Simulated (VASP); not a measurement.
Here is a VASP 6.6.1 calculation.

Contents of INCAR:

```
SYSTEM = H6PtC2
PREC = Accurate
ENCUT = 520
EDIFF = 1E-7
ISMEAR = 0
SIGMA = 0.1
LREAL = .FALSE.
LASPH = .TRUE.
NELM = 100
ALGO = Normal
ISIF = 2
LWAVE = .FALSE.
LCHARG = .FALSE.
GGA = PE
NBANDS = 22
```

File KPOINTS:

```
regular mesh
0
G
  12 12 12
  0 0 0
```

POSCAR

```
H6PtC2
1.0
    0.0000000000      2.9365250319      2.9365250319
    2.9365250319      0.0000000000      2.9365250319
    2.9365250319      2.9365250319      0.0000000000
H Pt C
6 1 2
Direct
    0.6910420510      0.3089579490      0.3089579490
    0.3089579490      0.6910420510      0.3089579490
    0.3089579490      0.6910420510      0.6910420510
    0.6910420510      0.3089579490      0.6910420510
    0.3089579490      0.3089579490      0.6910420510
    0.6910420510      0.6910420510      0.3089579490
    0.0000000000      0.0000000000      0.0000000000
    0.2500000000      0.2500000000      0.2500000000
    0.7500000000      0.7500000000      0.7500000000
```

Potentials or basis: VASP PAW PBE potentials, release 64 (H, Pt, C).

Run with:

```sh
$ cat potpaw_PBE.64/H/POTCAR potpaw_PBE.64/Pt/POTCAR potpaw_PBE.64/C/POTCAR > POTCAR
$ mpirun -np 1 vasp_std > vasp.out
```

(1) Estimate the band gap on the k mesh.

(2) Estimate the pressure.

(3) What does it give for the largest force?

Results:

(1) zero (band 12 reaches 7.39 eV, above the bottom of band 13 at 5.68 eV).

(2) -0.2 GPa.

(3) 0.005 eV/Å.

Caveat: spin-orbit coupling is left out, which moves the levels of the heavy elements.
